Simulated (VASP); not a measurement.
# BN (Cm) in VASP: further runs

The runs below take BN through single point, with PBE+D3(BJ).

Program: VASP 6.6.1. These are calculated values, not measurements. Logs are shortened: lines on timing, memory, paths and dates and some standing lists are left out, and cuts for length are marked.

**1. The cell of the first run**

Symmetry: Cm, No. 8, monoclinic system. The conventional cell has a = 4.334 Å, b = 2.502 Å, c = 3.669 Å, α = 90.00°, β = 113.19°, γ = 90.00°. B (site symmetry m) has 2 N at 1.27 Å within 1.7 Å. N (site symmetry m) has 2 B at 1.27 Å within 1.7 Å.

**2. Single point, PBE+D3(BJ)**

The input, INCAR:

```
SYSTEM = BN
PREC = Accurate
ENCUT = 520
EDIFF = 1E-6
ISMEAR = 0
SIGMA = 0.05
LREAL = .FALSE.
LASPH = .TRUE.
NELM = 80
ALGO = Normal
ISIF = 2
LWAVE = .FALSE.
LCHARG = .FALSE.
GGA = PE
IVDW = 12
NBANDS = 11
```

The input, KPOINTS:

```
Automatic mesh
0
G
  12 12 12
  0 0 0
```

The input, POSCAR:

```
BN
1.0
    1.2511217832      0.7223354983      3.3729344033
   -1.2511217832      0.7223354983      3.3729344033
    0.0000000000     -1.4446709967      3.3729344033
B N
1 1
Direct
    1.2304879180      0.8843888557      0.8843888557
    0.3327618000      0.3327618000      0.3327618000
```

Potentials or basis: VASP PAW PBE potentials, release 64 (B, N).

On the command line:

```bash
$ cat potpaw_PBE.64/B/POTCAR potpaw_PBE.64/N/POTCAR > POTCAR
$ mpirun -np 1 vasp_std > vasp.out
```

OUTCAR:

```text
SYSTEM = BN
   PREC = Accurate
   ENCUT = 520
   EDIFF = 1E-6
   ISMEAR = 0
   LREAL = .FALSE.
   LASPH = .TRUE.
   NELM = 80
   ISIF = 2
   GGA = PE
   IVDW = 12
 IVDW          = 12

 ion  position               nearest neighbor table
   1  0.230  0.884  0.884-   2 1.27   2 1.27   2 1.94
   2  0.333  0.333  0.333-   1 1.27   1 1.27   1 1.94

  LATTYP: Found a trigonal (rhomboedric) cell.
 ALAT       =     3.6692997666
 COS(alpha) =     0.7674786796

  Lattice vectors:

 A1 = (   1.2511217832,   0.7223354983,   3.3729344033)
 A2 = (  -1.2511217832,   0.7223354983,   3.3729344033)
 A3 = (   0.0000000000,  -1.4446709967,   3.3729344033)

Analysis of symmetry for initial positions (statically):
=====================================================================
 Subroutine PRICEL returns:
 Original cell was already a primitive cell.

 Routine SETGRP: Setting up the symmetry group for a
 trigonal (rhombohedral) supercell.

 Subroutine GETGRP returns: Found  2 space group operations
 (whereof  2 operations were pure point group operations)
 out of a pool of 12 trial point group operations.

The static configuration has the point symmetry C_1h.

Analysis of symmetry for dynamics (positions and initial velocities):
=====================================================================
 Subroutine PRICEL returns:
 Original cell was already a primitive cell.

 Routine SETGRP: Setting up the symmetry group for a
 trigonal (rhombohedral) supercell.

 Subroutine GETGRP returns: Found  2 space group operations
 (whereof  2 operations were pure point group operations)
 out of a pool of 12 trial point group operations.

The dynamic configuration has the point symmetry C_1h.

 Subroutine INISYM returns: Found  2 space group operations
 (whereof  2 operations are pure point group operations),
 and found     1 'primitive' translations

----------------------------------------------------------------------------------------

                                     Primitive cell

  volume of cell :      18.2893

  direct lattice vectors                    reciprocal lattice vectors
     1.251121783  0.722335498  3.372934403     0.399641351  0.230733042  0.098825916
    -1.251121783  0.722335498  3.372934403    -0.399641351  0.230733042  0.098825916
     0.000000000 -1.444670997  3.372934403     0.000000000 -0.461466083  0.098825916

  length of vectors
     3.669299767  3.669299767  3.669299767     0.471929558  0.471929558  0.471929558

  position of ions in fractional coordinates (direct lattice)
     0.230487918  0.884388856  0.884388856
     0.332761800  0.332761800  0.332761800

  ion indices of the primitive-cell ions
   primitive index   ion index
                 1           1
                 2           2

----------------------------------------------------------------------------------------

 KPOINTS: Automatic mesh

Automatic generation of k-mesh.
 Grid dimensions read from file:
 generate k-points for:   12   12   12

 Generating k-lattice:

  Cartesian coordinates                     Fractional coordinates (reciprocal lattice)
     0.033303446  0.019227753  0.008235493     0.083333333  0.000000000  0.000000000
    -0.033303446  0.019227753  0.008235493     0.000000000  0.083333333  0.000000000
     0.000000000 -0.038455507  0.008235493     0.000000000  0.000000000  0.083333333

  Length of vectors
     0.039327463  0.039327463  0.039327463

  Shift w.r.t. Gamma in fractional coordinates (k-lattice)
     0.000000000  0.000000000  0.000000000

 Subroutine IBZKPT returns following result:
 ===========================================

 Found    476 irreducible k-points:

 Following reciprocal coordinates:
            Coordinates               Weight
  0.000000  0.000000  0.000000      1.000000
  0.083333  0.000000 -0.000000      2.000000
  0.000000  0.083333 -0.000000      4.000000
  0.166667  0.000000  0.000000      2.000000
  0.000000  0.166667  0.000000      4.000000
  0.250000  0.000000 -0.000000      2.000000
[... 16 lines left out ...]
 -0.000000  0.333333  0.083333      4.000000
 -0.083333 -0.333333  0.000000      4.000000
 [... further k-points ...]
   k-points           NKPTS =    476   k-points in BZ     NKDIM =    476   number of bands    NBANDS=     11
   number of dos      NEDOS =    301   number of ions     NIONS =      2
   total plane-waves  NPLWV =  21952
   dimension x,y,z NGX =    28 NGY =   28 NGZ =   28
   dimension x,y,z NGXF=    56 NGYF=   56 NGZF=   56
   ions per type =               1   1
   NGX,Y,Z   is equivalent  to a cutoff of  12.69, 12.69, 12.69 a.u.
   NGXF,Y,Z  is equivalent  to a cutoff of  25.37, 25.37, 25.37 a.u.
 SYSTEM =  BN
   PREC   = accura    normal or accurate (medium, high low for compatibility)
   ISTART =      0    job   : 0-new  1-cont  2-samecut
   ICHARG =      2    charge: 1-file 2-atom 10-const
   ISPIN  =      1    spin polarized calculation?
   LNONCOLLINEAR =      F non collinear calculations
   LSORBIT =      F    spin-orbit coupling
   LASPH  =      T    aspherical Exc in radial PAW
   ENCUT  =  520.0 eV  38.22 Ry    6.18 a.u.   6.82  6.82  6.82*2*pi/ulx,y,z
   NELM   =     80;   NELMIN=  2; NELMDL= -5     # of ELM steps
   EDIFF  = 0.1E-05   stopping-criterion for ELM
   LREAL  =      F    real-space projection
   EDIFFG = 0.1E-04   stopping-criterion for IOM
   NSW    =      0    number of steps for IOM
   IBRION =     -1    ionic relax: 0-MD 1-quasi-New 2-CG
   NFREE  =      0    steps in history (QN), initial steepest desc. (CG)
   ISIF   =      2    stress and relaxation
   ISYM   =      2    0-nonsym 1-usesym 2-fastsym
   POTIM  = 0.5000    time-step for ionic-motion
   TEBEG  =    0.0;   TEEND  =   0.0 temperature during run
   PSTRESS=    0.0 pullay stress
   NELECT =       8.0000    total number of electrons
   NUPDOWN=      -1.0000    fix difference up-down
   EMIN   =  10.00;   EMAX   =-10.00  energy-range for DOS
   EFERMI =   0.00;   METHOD = LEGACY
   ISMEAR =     0;   SIGMA  =   0.05  broadening in eV -4-tet -1-fermi 0-gaus
   EFERMI_NEDOS =   21; number of points for ismear=-14 and -15
   IALGO  =     38    algorithm
   IMIX   =      4    mixing-type and parameters
     AMIX     =   0.40;   BMIX     =  1.00
     AMIX_MAG =   1.60;   BMIX_MAG =  1.00
  volume/ion in A,a.u.               =       9.14        61.71
  Fermi-wavevector in a.u.,A,eV,Ry     =   1.242717  2.348395 21.012099  1.544346
  Thomas-Fermi vector in A             =   2.377059
   LORBIT       =      0    0 simple, 1 ext, 2 COOP (PROOUT), +10 PAW based schemes
   GGA     = PE    functional components
   LHFCALC =     F    Hartree Fock is set to
   AEXX    =    0.0000 exact exchange contribution
   IVDW    =    12    specifies the selected vdW correction
   LEPSILON=     F    determine dielectric tensor
   LRPA    =     F    only Hartree local field effects (RPA)
 non-spin polarized calculation
 Gauss-broadening in eV      SIGMA  =   0.05
  energy-cutoff  :      520.00
  volume of cell :       18.29
 maximum number of plane-waves:       517
   NGX = 13   NGY = 13   NGZ = 13

 number of electron       8.0000000 magnetization

 Free energy of the ion-electron system (eV)
  ---------------------------------------------------
  ext. energy  EPLUGINS =         0.00000000
  ---------------------------------------------------
  free energy    TOTEN  =       -15.15718542 eV

  energy without entropy =      -15.15718542  energy(sigma->0) =      -15.15718542

 E-fermi :   4.1759     XC(G=0):  -9.9085

 val. band max:        3.9177872580   @ k =   0.0000   0.0000   0.0000
 cond. band min:       5.1495466238   @ k =   0.5000   0.5000  -0.0000
 fundamental gap:      1.2317593658
 Fermi energy:         4.1759462826

 k-point     1 :       0.0000    0.0000    0.0000
  band No.  band energies     occupation
      1     -15.6873      2.00000
      2      -4.0903      2.00000
      3      -2.4426      2.00000
      4       3.9178      2.00000
      5       7.1231      0.00000
      6      12.2449      0.00000
      7      16.0666      0.00000
      8      16.7371      0.00000
      9      21.9962      0.00000
     10      25.6308      0.00000
     11      28.2953      0.00000

 k-point     2 :       0.0833    0.0000   -0.0000
  band No.  band energies     occupation
      1     -15.5385      2.00000
      2      -4.1796      2.00000
      3      -2.3287      2.00000
      4       2.9721      2.00000
      5       7.4647      0.00000
      6      12.5516      0.00000
      7      15.8828      0.00000
      8      16.9475      0.00000
      9      22.4442      0.00000
     10      25.8430      0.00000
     11      26.6074      0.00000

 k-point     3 :       0.0000    0.0833   -0.0000
  band No.  band energies     occupation
      1     -15.5733      2.00000
      2      -4.2451      2.00000
      3      -2.2830      2.00000
      4       3.6915      2.00000
      5       7.4030      0.00000
      6      11.7505      0.00000
      7      15.3583      0.00000
      8      16.8365      0.00000
      9      22.6856      0.00000
     10      26.3138      0.00000
     11      27.2820      0.00000

 k-point     4 :       0.1667    0.0000    0.0000
  band No.  band energies     occupation
      1     -15.0996      2.00000
      2      -4.4168      2.00000
      3      -2.0003      2.00000
      4       0.9194      2.00000
      5       8.2121      0.00000
      6      13.0523      0.00000
      7      15.3759      0.00000
      8      17.5505      0.00000
      9      22.8951      0.00000
     10      23.7339      0.00000
     11      27.1651      0.00000

 k-point     5 :       0.0000    0.1667    0.0000
  band No.  band energies     occupation
      1     -15.2423      2.00000
      2      -4.6931      2.00000
      3      -1.8073      2.00000
      4       3.1208      2.00000
      5       8.1377      0.00000
      6      10.6548      0.00000
      7      13.6140      0.00000
      8      17.4810      0.00000
      9      23.7227      0.00000
     10      25.6170      0.00000
     11      27.7469      0.00000
[... 211 lines left out ...]
 k-point    21 :      -0.0833   -0.2500    0.0000
  band No.  band energies     occupation
      1     -14.9766      2.00000
      2      -5.0760      2.00000
      3      -1.3808      2.00000
      4       3.1972      2.00000
      5       8.5710      0.00000
      6       9.9964      0.00000
      7      11.9037      0.00000
      8      17.9931      0.00000
      9      23.4468      0.00000
     10      25.2442      0.00000
     11      27.2698      0.00000

 k-point    22 :       0.3333    0.0833    0.0000
  band No.  band energies     occupation
      1     -13.9018      2.00000
      2      -5.0922      2.00000
      3      -2.3786      2.00000
      4      -1.1795      2.00000
      5      10.0781      0.00000
      6      13.2133      0.00000
      7      13.9452      0.00000
      8      18.1092      0.00000
      9      19.6068      0.00000
     10      24.9243      0.00000
     11      26.2928      0.00000

 k-point    23 :      -0.0000    0.3333    0.0833
  band No.  band energies     occupation
      1     -14.2249      2.00000
      2      -5.8272      2.00000
      3      -0.7735      2.00000
      4       0.7940      2.00000
      5       9.6749      0.00000
      6      10.4751      0.00000
      7      11.6094      0.00000
      8      18.4278      0.00000
      9      21.1711      0.00000
     10      24.6957      0.00000
     11      27.4963      0.00000

 k-point    24 :      -0.0833   -0.3333    0.0000
  band No.  band energies     occupation
      1     -14.4270      2.00000
      2      -5.7309      2.00000
      3      -0.4541      2.00000
      4       2.1067      2.00000
      5       8.5815      0.00000
      6       9.4486      0.00000
      7      11.3911      0.00000
      8      18.9904      0.00000
      9      22.2256      0.00000
     10      24.5914      0.00000
     11      26.7348      0.00000

 [... further k-points ...]

------------------------ aborting loop because EDIFF is reached ----------------------------------------

 Edisp (eV)   -0.28229

 E8    (eV) :    -0.0825

  FORCE on cell =-STRESS in cart. coord.  units (eV):
  Direction    XX          YY          ZZ          XY          YZ          ZX
  --------------------------------------------------------------------------------------
  -------------------------------------------------------------------------------------
  Total       6.51939     9.84568    -0.11099    -2.88065     0.00809     0.01401
  in kB     571.11006   862.49892    -9.72270  -252.35016     0.70854     1.22723
  external pressure =      474.63 kB  Pullay stress =        0.00 kB

 VOLUME and BASIS-vectors are now :
 -----------------------------------------------------------------------------
  energy-cutoff  :      520.00
  volume of cell :       18.29
      direct lattice vectors                 reciprocal lattice vectors
     1.251121783  0.722335498  3.372934403     0.399641351  0.230733042  0.098825916
    -1.251121783  0.722335498  3.372934403    -0.399641351  0.230733042  0.098825916
     0.000000000 -1.444670997  3.372934403     0.000000000 -0.461466083  0.098825916

 POSITION                                       TOTAL-FORCE (eV/Angst)
 -----------------------------------------------------------------------------------
     -0.81811     -0.47234      6.74339        -3.792831     -2.189792      0.004675
      0.00000     -0.00000      3.36715         3.792831      2.189792     -0.004675
 -----------------------------------------------------------------------------------
    total drift:                                0.000058      0.000033     -0.000073

  FREE ENERGIE OF THE ION-ELECTRON SYSTEM (eV)
  ---------------------------------------------------
  free  energy   TOTEN  =       -15.4394757578 eV

  energy  without entropy=      -15.4394757578  energy(sigma->0) =      -15.43947576
```

Run time: 54 s. Hardware: 1 thread of Intel Xeon 6975P-C (Granite Rapids), shared host; peak memory 0.23 GiB.

Results:

```yaml
Free_energy: -15.4395 eV
Pressure: 47.5 GPa
Largest_force: 4.380 eV/Å
Band_gap_on_the_k_mesh: 1.23 eV, indirect (least direct gap 3.21 eV)
Dispersion_energy_per_atom: -0.141 eV
```

Forces in eV/Å, atoms in the order of the input:
```
B   -3.793 -2.190  0.005
N    3.793  2.190 -0.005
```

Caveat: the cell differs from its parent crystal (all B atoms moved -0.500 Å, as atom 1 towards its neighbour atom 2 (N) at 1.445 Å); forces of over 1 eV/Å act on the atoms, so gaps and moduli don't describe the material at rest. A k mesh can miss the band edges.

**3. Single point, PBE+D3(BJ)**

The input, INCAR:

```
ALGO = Normal
EDIFF = 1E-6
ENCUT = 520
GGA = PE
ISIF = 2
ISMEAR = 0
IVDW = 12
LASPH = T
LCHARG = F
LREAL = F
LWAVE = F
NBANDS = 11
NELM = 100
PREC = Accurate
SIGMA = 0.05
```

The input, KPOINTS:

```
k-points
0
Gamma
  12 12 12
```

POSCAR: that of step 2 with these lines changed.

```diff
@@ -8,3 +8,3 @@
 Direct
-    1.2304879180      0.8843888557      0.8843888557
+    0.8265586615      1.0861329583      1.0861329583
     0.3327618000      0.3327618000      0.3327618000
```

Potentials or basis: VASP PAW PBE potentials, release 64 (B, N).

On the command line:

```bash
$ cat potpaw_PBE.64/B/POTCAR potpaw_PBE.64/N/POTCAR > POTCAR
$ mpirun -np 1 vasp_std > vasp.out
```

It took 54 s on 1 thread of Intel Xeon 6975P-C (Granite Rapids), shared host; peak memory 0.24 GiB.

The run converged. Its results:

```
Free energy                : -13.0721 eV
Pressure                   : 83.8 GPa
Largest force              : 34.646 eV/Å
Band gap on the k mesh     : 2.12 eV, indirect (least direct gap 3.82 eV)
Dispersion energy per atom : -0.139 eV
```

Forces in eV/Å, atoms in the order of the input:
```
B    30.004  17.323   0.032
N   -30.004 -17.323  -0.032
```

Stress tensor (GPa, compression positive):
```
189.73 109.92   0.37
109.92  62.80   0.21
  0.37   0.21  -1.05
```

Levels at points of the mesh, in eV from the valence-band top:
| k point | band 1 | band 2 | band 3 | band 4 | band 5 | band 6 | band 7 | band 8 | band 9 |
| --- | --- | --- | --- | --- | --- | --- | --- | --- | --- |
| (0.00, 0.00, 0.00) | -19.21 | -6.09 | -6.02 | 0.00 | 3.82 | 7.12 | 11.14 | 13.00 | 18.28 |
| (0.50, 0.00, 0.00) | -17.05 | -9.97 | -4.34 | -2.37 | 3.30 | 8.92 | 10.95 | 13.62 | 18.67 |
| (0.00, 0.50, 0.00) | -16.47 | -9.89 | -5.29 | -3.41 | 5.21 | 6.33 | 11.76 | 13.59 | 17.05 |
| (0.50, 0.50, 0.00) | -16.41 | -9.78 | -5.30 | -3.91 | 4.59 | 5.73 | 12.80 | 15.89 | 16.68 |
| (0.00, 0.50, 0.50) | -17.00 | -9.84 | -4.40 | -2.76 | 2.12 | 9.15 | 12.48 | 14.48 | 18.84 |
| (0.50, 0.50, 0.50) | -18.97 | -7.87 | -5.95 | -0.02 | 7.07 | 8.63 | 9.10 | 15.64 | 17.59 |

Caveat: the cell differs from its parent crystal (all B atoms moved +0.375 Å, as atom 1 towards its neighbour atom 2 (N) at 1.445 Å); forces of over 1 eV/Å act on the atoms, so gaps and moduli don't describe the material at rest. A k mesh can miss the band edges.

**4. Single point, PBE+D3(BJ)**

The input, INCAR:

```
SYSTEM = BN
PREC = Accurate
ENCUT = 520
EDIFF = 1E-6
ISMEAR = 0
SIGMA = 0.05
LREAL = .False.
LASPH = .True.
NELM = 80
ALGO = Normal
ISIF = 2
LWAVE = .False.
LCHARG = .False.
GGA = PE
IVDW = 12
NBANDS = 11
```

The input, KPOINTS:

```
Automatic mesh
0
Gamma
  12 12 12
  0 0 0
```

POSCAR: that of step 3 with these lines changed.

```diff
@@ -8,3 +8,3 @@
 Direct
-    0.8265586615      1.0861329583      1.0861329583
+    1.1150795590      0.9420300278      0.9420300278
     0.3327618000      0.3327618000      0.3327618000
```

On the command line:

```bash
$ cat potpaw_PBE.64/B/POTCAR potpaw_PBE.64/N/POTCAR > POTCAR
$ mpirun -np 1 vasp_std > vasp.out
```

Run time: 55 s. Hardware: 1 thread of Intel Xeon 6975P-C (Granite Rapids), shared host; peak memory 0.23 GiB.

The run converged. Its results:

```yaml
Free_energy: -16.8945 eV
Pressure: 18.2 GPa
Largest_force: 6.278 eV/Å
Band_gap_on_the_k_mesh: 2.13 eV, indirect (least direct gap 3.70 eV)
Dispersion_energy_per_atom: -0.139 eV
```

Forces in eV/Å, atoms in the order of the input:
```
B   -5.437 -3.139 -0.002
N    5.437  3.139  0.002
```

Stress tensor (GPa, compression positive):
```
 16.16 -19.98   0.02
-19.98  39.23   0.01
  0.02   0.01  -0.81
```

Levels at points of the mesh, in eV from the valence-band top:
```
           k point  band 1  band 2  band 3  band 4  band 5  band 6  band 7  band 8  band 9
(0.00, 0.00, 0.00)  -19.19   -5.71   -5.50    0.00    3.69    7.43   12.05   13.46   14.55
(0.50, 0.00, 0.00)  -15.80   -9.76   -7.22   -2.97    5.92    8.43   11.80   13.75   16.81
(0.00, 0.50, 0.00)  -16.39  -10.58   -4.19   -1.75    3.13    7.10   11.39   13.38   19.18
(0.50, 0.50, 0.00)  -16.33  -10.46   -4.23   -2.28    2.13    7.01   12.91   15.97   18.94
(0.00, 0.50, 0.50)  -15.72   -9.64   -7.26   -3.54    4.86    8.40   12.46   15.76   17.39
(0.50, 0.50, 0.50)  -18.93   -7.62   -5.51    0.00    7.05    8.76   11.21   14.44   15.03
```

Caveat: the cell differs from its parent crystal (all B atoms moved -0.250 Å, as atom 1 towards its neighbour atom 2 (N) at 1.445 Å); forces of over 1 eV/Å act on the atoms, so gaps and moduli don't describe the material at rest. A k mesh can miss the band edges.
